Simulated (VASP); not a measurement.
# Cu (P-1) in VASP: further runs, part 2 of 2

VASP 6.6.1.

## 5. Relaxation of cell and atoms, revPBE

Contents of INCAR:

```
SYSTEM = Cu
PREC = Accurate
ENCUT = 600
EDIFF = 1E-7
ISMEAR = -1
SIGMA = 0.05
LREAL = .False.
LASPH = .True.
NELM = 80
ALGO = Fast
ISIF = 3
LWAVE = .False.
LCHARG = .False.
GGA = RE
IBRION = 2
NSW = 60
EDIFFG = -0.01
```

Contents of KPOINTS:

```
regular mesh
0
Gamma
  13 12 13
  0 0 0
```

Contents of POSCAR:

```
Cu
1.0
   -0.0044255800      1.7884307700      1.8385346600
    1.8229069400     -0.0174867600      1.8515958300
    1.7828182100      1.7614032200      0.0226019700
Cu
1
Direct
    0.0000000000      0.0000000000      0.0000000000
```

Potentials or basis: VASP PAW PBE potentials, release 64 (Cu).

The run is started by

```bash
> cat potpaw_PBE.64/Cu/POTCAR > POTCAR
> mpirun -np 1 vasp_std > vasp.out
```

OUTCAR:

```text
SYSTEM = Cu
   PREC = Accurate
   ENCUT = 600
   EDIFF = 1E-7
   ISMEAR = -1
   LREAL = .False.
   LASPH = .True.
   NELM = 80
   ISIF = 3
   GGA = RE
   IBRION = 2
   NSW = 60
   EDIFFG = -0.01

 ion  position               nearest neighbor table
   1  0.000  0.000  0.000-

  LATTYP: Found a triclinic cell.
 ALAT       =     2.5480546281
 B/A-ratio  =     1.0082882629
 C/A-ratio  =     0.9836094730
 COS(alpha) =     0.0119811773
 COS(beta)  =     0.4850611349
 COS(gamma) =     0.5027164128

  Lattice vectors:

 A1 = (  -1.7872437900,   0.0270275500,   1.8159326900)
 A2 = (  -1.8273325200,   1.8059175300,  -0.0130611700)
 A3 = (  -1.7828182100,  -1.7614032200,  -0.0226019700)

Analysis of symmetry for initial positions (statically):
=====================================================================
 Subroutine PRICEL returns:
 Original cell was already a primitive cell.

 Routine SETGRP: Setting up the symmetry group for a
 triclinic supercell.

 Subroutine GETGRP returns: Found  2 space group operations
 (whereof  2 operations were pure point group operations)
 out of a pool of  2 trial point group operations.

The static configuration has the point symmetry S_2 .

Analysis of symmetry for dynamics (positions and initial velocities):
=====================================================================
 Subroutine PRICEL returns:
 Original cell was already a primitive cell.

 Routine SETGRP: Setting up the symmetry group for a
 triclinic supercell.

 Subroutine GETGRP returns: Found  2 space group operations
 (whereof  2 operations were pure point group operations)
 out of a pool of  2 trial point group operations.

The dynamic configuration has the point symmetry S_2 .

 Subroutine INISYM returns: Found  2 space group operations
 (whereof  2 operations are pure point group operations),
 and found     1 'primitive' translations

[... 142 lines left out ...]

------------------------ aborting loop because EDIFF is reached ----------------------------------------

  FORCE on cell =-STRESS in cart. coord.  units (eV):
  Direction    XX          YY          ZZ          XY          YZ          ZX
  --------------------------------------------------------------------------------------
  -------------------------------------------------------------------------------------
  Total        0.5176160      0.5426813      0.4091665      0.1649774     -0.0717587     -0.0749833
  in kB       70.2504572     73.6522930     55.5317733     22.3906146     -9.7390410    -10.1766790
  external PRESSURE =      66.4781745 kB  Pullay stress =       0.0000000 kB
[... 86 lines left out ...]
  FREE ENERGIE OF THE ION-ELECTRON SYSTEM (eV)
  ---------------------------------------------------
  free  energy   TOTEN  =        -3.3550672475 eV

  energy  without entropy=       -3.3534447384  energy(sigma->0) =       -3.35425599

[... ionic steps 4 to 13 ...]

--------------------------------------- Ionic step       14  -------------------------------------------

 number of electron      10.9999997 magnetization

------------------------ aborting loop because EDIFF is reached ----------------------------------------
[... 65 lines left out ...]
--------------------------------------- Ionic step       16  -------------------------------------------

 number of electron      10.9999997 magnetization

 Free energy of the ion-electron system (eV)
  ---------------------------------------------------
  ext. energy  EPLUGINS =         0.00000000
  ---------------------------------------------------
  free energy    TOTEN  =        -3.35615546 eV

  energy without entropy =       -3.35465416  energy(sigma->0) =       -3.35540481

 E-fermi :   7.2070     XC(G=0): -12.3810

 val. band max:        7.1925007359   @ k =   0.2308   0.0000   0.4615
 cond. band min:       7.2291407943   @ k =  -0.0000   0.2500   0.4615
 fundamental gap:      0.0366400584
 Fermi energy:         7.2069977355

 k-point     1 :       0.0000    0.0000    0.0000
  band No.  band energies     occupation
      1      -1.8410      2.00000
      2       4.2561      2.00000
      3       4.2947      2.00000
      4       4.3084      2.00000
      5       5.0437      2.00000
      6       5.0658      2.00000
      7      29.3733      0.00000
      8      31.4929      0.00000
      9      31.9324      0.00000
[... 265 lines left out ...]
 k-point    24 :       0.2308    0.1667    0.0000
  band No.  band energies     occupation
      1       0.0264      2.00000
      2       3.8280      2.00000
      3       4.5678      2.00000
      4       4.6947      2.00000
      5       4.8138      2.00000
      6       5.2364      2.00000
      7      23.6306      0.00000
      8      25.6416      0.00000
      9      27.0783      0.00000

 [... further k-points ...]

------------------------ aborting loop because EDIFF is reached ----------------------------------------

  FORCE on cell =-STRESS in cart. coord.  units (eV):
  Direction    XX          YY          ZZ          XY          YZ          ZX
  --------------------------------------------------------------------------------------
  -------------------------------------------------------------------------------------
  Total        0.0012326      0.0062086      0.0007834      0.0046385      0.0030381      0.0030993
  in kB        0.1602740      0.8072772      0.1018630      0.6031237      0.3950372      0.4029902
  external PRESSURE =       0.3564714 kB  Pullay stress =       0.0000000 kB
[... 16 lines left out ...]
  FREE ENERGIE OF THE ION-ELECTRON SYSTEM (eV)
  ---------------------------------------------------
  free  energy   TOTEN  =        -3.3561554559 eV

  energy  without entropy=       -3.3546541587  energy(sigma->0) =       -3.35540481

 reached required accuracy - stopping structural energy minimisation
```

CONTCAR:

```text
Cu
   1.00000000000000
     0.0011366015846118    1.8216766787098571    1.8307152781690235
     1.8432514726119675   -0.0113427476814771    1.8430344317688121
     1.8305549395835781    1.8215992131954251    0.0015270241085254
  Cu
     1
Direct
     0.0000000000000000    1.0000000000000000    0.0000000000000000

  0.00000000E+00  0.00000000E+00  0.00000000E+00
```

Wall time 24 min (1 thread of Intel Xeon 8259CL, shared host); peak memory 0.34 GiB.

Results:

```yaml
Free_energy: -3.3562 eV
Relaxed_volume: 12.32 Å³/atom
Relaxed_cell: a = 2.583 Å, b = 2.607 Å, c = 2.582 Å, α = 60.09°, β = 60.11°, γ = 60.10°
Space_group_after_relaxing_to_0.1_Å: Fm-3m (No. 225)
Energy_gained_by_relaxing: 12.5 meV/atom
Ionic_steps: 16
Pressure_after_relaxing: 0.0 GPa
Band_gap_on_the_k_mesh: zero (an odd number of electrons rules out a gap without spin polarisation)
```

Step by step:
```csv
step,energy change (eV),largest force (eV/Å),pressure (GPa),volume (Å³)
1,0.0000,0.0000,6.65,11.81
2,-0.0085,0.0000,-3.24,12.66
3,-0.0114,0.0000,-0.29,12.34
4,-0.0114,0.0000,-0.30,12.36
5,-0.0114,0.0000,-0.68,12.39
6,-0.0114,0.0000,-0.41,12.37
7,-0.0121,0.0000,-0.42,12.34
8,-0.0123,0.0000,-0.23,12.32
9,-0.0123,0.0000,-0.05,12.32
10,-0.0124,0.0000,0.52,12.31
11,-0.0124,0.0000,0.03,12.31
12,-0.0125,0.0000,0.01,12.30
13,-0.0125,0.0000,0.51,12.30
14,-0.0125,0.0000,0.04,12.31
15,-0.0125,0.0000,0.09,12.31
16,-0.0125,0.0000,0.04,12.32
```

Final structure:
```yaml
crystal:
  lattice:
    - [0.00114, 1.82168, 1.83072]
    - [1.84325, -0.01134, 1.84303]
    - [1.83055, 1.82160, 0.00153]
  atoms:
    - { symbol: Cu, position: [0.00000, 0.00000, 0.00000] }
```

Caveat: the PAW data sets were made with another functional, which shifts forces and pressure a little.

## 6. Relaxation of cell and atoms, BLYP

Contents of INCAR:

```
SYSTEM = Cu
PREC = Accurate ; ENCUT = 600
EDIFF = 1E-6 ; ISMEAR = -1
SIGMA = 0.05 ; LREAL = .FALSE.
LASPH = .TRUE. ; NELM = 80
ALGO = Fast ; ISIF = 3
LWAVE = .FALSE. ; LCHARG = .FALSE.
GGA = B5 ; ALDAX = 1.0
AGGAX = 1.0 ; AGGAC = 1.0
ALDAC = 0.0 ; IBRION = 2
NSW = 60 ; EDIFFG = -0.01
```

Contents of KPOINTS:

```
Automatic mesh
0
G
  13 12 13
  0 0 0
```

POSCAR is that of step 5.

Potentials or basis: VASP PAW PBE potentials, release 64 (Cu).

The run is started by

```bash
> cat potpaw_PBE.64/Cu/POTCAR > POTCAR
> mpirun -np 1 vasp_std > vasp.out
```

OUTCAR:

```text
SYSTEM = Cu
   PREC = Accurate
   ENCUT = 600
   EDIFF = 1E-6
   ISMEAR = -1
   LREAL = .FALSE.
   LASPH = .TRUE.
   NELM = 80
   ISIF = 3
   GGA = B5
   IBRION = 2
   NSW = 60
   EDIFFG = -0.01

 ion  position               nearest neighbor table
   1  0.000  0.000  0.000-

  LATTYP: Found a triclinic cell.
 ALAT       =     2.5480546281
 B/A-ratio  =     1.0082882629
 C/A-ratio  =     0.9836094730
 COS(alpha) =     0.0119811773
 COS(beta)  =     0.4850611349
 COS(gamma) =     0.5027164128

  Lattice vectors:

 A1 = (  -1.7872437900,   0.0270275500,   1.8159326900)
 A2 = (  -1.8273325200,   1.8059175300,  -0.0130611700)
 A3 = (  -1.7828182100,  -1.7614032200,  -0.0226019700)

Analysis of symmetry for initial positions (statically):
=====================================================================
[... 364 lines left out ...]

 k-point     1 :       0.0000    0.0000    0.0000
  band No.  band energies     occupation
      1      -1.5558      2.00000
      2       4.1952      2.00000
      3       4.2593      2.00000
      4       4.2685      2.00000
      5       4.9530      2.00000
      6       4.9803      2.00000
      7      29.3711      0.00000
      8      30.6922      0.00000
      9      31.2684      0.00000
[... 265 lines left out ...]
 k-point    24 :       0.2308    0.1667    0.0000
  band No.  band energies     occupation
      1       0.2736      2.00000
      2       3.8175      2.00000
      3       4.5134      2.00000
      4       4.6417      2.00000
      5       4.7374      2.00000
      6       5.1386      2.00000
      7      23.3030      0.00000
      8      25.1592      0.00000
      9      27.0131      0.00000

 [... further k-points ...]

------------------------ aborting loop because EDIFF is reached ----------------------------------------

  FORCE on cell =-STRESS in cart. coord.  units (eV):
  Direction    XX          YY          ZZ          XY          YZ          ZX
  --------------------------------------------------------------------------------------
  -------------------------------------------------------------------------------------
  Total       -0.0013818     -0.0013148      0.0018151      0.0076996      0.0051899      0.0020142
  in kB       -0.1734761     -0.1650642      0.2278734      0.9666486      0.6515688      0.2528777
  external PRESSURE =      -0.0368890 kB  Pullay stress =       0.0000000 kB
[... 16 lines left out ...]
  FREE ENERGIE OF THE ION-ELECTRON SYSTEM (eV)
  ---------------------------------------------------
  free  energy   TOTEN  =        -2.9853944949 eV

  energy  without entropy=       -2.9836702229  energy(sigma->0) =       -2.98453236

 reached required accuracy - stopping structural energy minimisation
```

OSZICAR:

```text
N       E                     dE             d eps       ncg     rms          rms(c)
DAV:   1     0.400382090213E+02    0.40038E+02   -0.62239E+03 18728   0.229E+03
DAV:   2    -0.327520623296E+01   -0.43313E+02   -0.41223E+02 18350   0.207E+02
DAV:   3    -0.376929524818E+01   -0.49409E+00   -0.49304E+00 21106   0.319E+01
[... 139 lines left out ...]
RMM:   2    -0.298561633687E+01    0.44761E-03   -0.13605E-03 18328   0.901E-01    0.108E-01
RMM:   3    -0.298546924329E+01    0.14709E-03   -0.33520E-04 18318   0.477E-01    0.694E-02
RMM:   4    -0.298539248876E+01    0.76755E-04   -0.86831E-05 18424   0.151E-01    0.935E-03
RMM:   5    -0.298539369769E+01   -0.12089E-05   -0.26078E-05 18536   0.959E-02    0.362E-03
RMM:   6    -0.298539449488E+01   -0.79719E-06   -0.82718E-06 17568   0.361E-02
  17 F= -.29853945E+01 E0= -.29845324E+01  d E =-.270147E-04
```

CONTCAR:

```text
Cu
   1.00000000000000
     0.0040619618016125    1.8391043845111010    1.8499773362440908
     1.8722601450021557   -0.0161443559209562    1.8698150930949753
     1.8516569974486294    1.8387288154062602    0.0045879091019378
  Cu
     1
Direct
     0.0000000000000000    1.0000000000000000    0.0000000000000000

  0.00000000E+00  0.00000000E+00  0.00000000E+00
```

It took 22 min on 1 thread of Intel Xeon 8259CL, shared host; peak memory 0.32 GiB.

Results:

```
Free energy                           : -2.9854 eV
Relaxed volume                        : 12.76 Å³/atom
Relaxed cell                          : a = 2.609 Å, b = 2.646 Å, c = 2.610 Å, α = 60.07°, β = 60.06°, γ = 60.14°
Space group after relaxing (to 0.1 Å) : Fm-3m (No. 225)
Energy gained by relaxing             : 31.5 meV/atom
Ionic steps                           : 17
Pressure after relaxing               : 0.0 GPa
Band gap on the k mesh                : zero (an odd number of electrons rules out a gap without spin polarisation)
```

The path:
| step | energy change (eV) | largest force (eV/Å) | pressure (GPa) | volume (Å³) |
| --- | --- | --- | --- | --- |
| 1 | 0.0000 | 0.0000 | 11.37 | 11.81 |
| 2 | -0.0239 | 0.0000 | -4.40 | 13.29 |
| 3 | -0.0308 | 0.0000 | 0.24 | 12.75 |
| 4 | -0.0308 | 0.0000 | -0.26 | 12.79 |
| 5 | -0.0312 | 0.0000 | -0.11 | 12.78 |
| 6 | -0.0315 | 0.0000 | 0.17 | 12.77 |
| 7 | -0.0314 | 0.0000 | 0.15 | 12.77 |
| 8 | -0.0314 | 0.0000 | 0.05 | 12.77 |
| 9 | -0.0315 | 0.0000 | -0.28 | 12.78 |
| 10 | -0.0315 | 0.0000 | 0.01 | 12.78 |
| 11 | -0.0315 | 0.0000 | -0.38 | 12.79 |
| 12 | -0.0315 | 0.0000 | -0.51 | 12.79 |
| 13 | -0.0315 | 0.0000 | -0.50 | 12.78 |
| 14 | -0.0315 | 0.0000 | -0.40 | 12.78 |
| 15 | -0.0315 | 0.0000 | -0.39 | 12.78 |
| 16 | -0.0315 | 0.0000 | -0.42 | 12.77 |
| 17 | -0.0315 | 0.0000 | 0.00 | 12.76 |

Final structure:
```
Cu
1.0
     0.00406    1.83910    1.84998
     1.87226   -0.01614    1.86982
     1.85166    1.83873    0.00459
Cu
1
Cartesian
  1.8723 -0.0161 1.8698
```

Caveat: the PAW data sets were made with another functional, which shifts forces and pressure a little. BLYP gives volumes clearly too large for solids.

## 7. Overview

```tsv
level	gap on the mesh (eV)	pressure (GPa)	relaxed volume (Å³/atom)
PBE	none	0.0	12.00
PBEsol	none	0.0	11.36
RPBE	none	0.0	12.44
revPBE	none	0.0	12.32
BLYP	none	0.0	12.76
```

Alike in all rows: task relaxation of cell and atoms; potentials or basis VASP PAW PBE potentials, release 64 (Cu); no spin polarisation; cell relaxed; k mesh 13 × 12 × 13; cutoff (eV) 600; smearing fermi-dirac 0.05 eV.

Caveats: the PAW data sets were made with another functional, which shifts forces and pressure a little (at least some runs).

Total energies depend on the potentials used, so only differences within one code and one set of settings carry meaning.

The gap in the log of VASP goes by the Fermi energy; the results here count the filled bands.